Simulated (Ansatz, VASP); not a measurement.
## LaSb in VASP and in Ansatz

```xyz
2
Lattice="0.0000 3.2450 3.1801 3.2450 0.0000 3.1801 3.2450 3.2450 0.0000" Properties=species:S:1:pos:R:3 pbc="T T T"
La    0.0000    0.0000    0.0000
Sb    3.2450    3.2450    3.1801
```

Change from the starting cell: zz strain of -2 %.

Alike in both runs: task single point; functional PBEsol; k mesh 10 × 10 × 10; occupations fermi-dirac, width 0.05 eV; no spin polarisation.

```csv
,VASP,Ansatz
version,VASP 6.6.1,Ansatz 0.2.0
potentials or method,"VASP PAW PBE potentials, release 64 (La, Sb), cutoff 520 eV","all-electron LAPW, scalar-relativistic"
```

Ansatz gave:

- pressure (GPa): 0.3
- traceless stress, the component that is largest in VASP (GPa): 1.83

Question: What did VASP give for the same quantities?

Answer: Pressure (GPa): 0.2; traceless stress, the component that is largest in VASP (GPa): 1.82.

VASP's potentials were made for PBE, not for PBEsol. Ansatz ran all-electron here, and VASP with PAW potentials.

Neither program's run includes spin-orbit coupling.
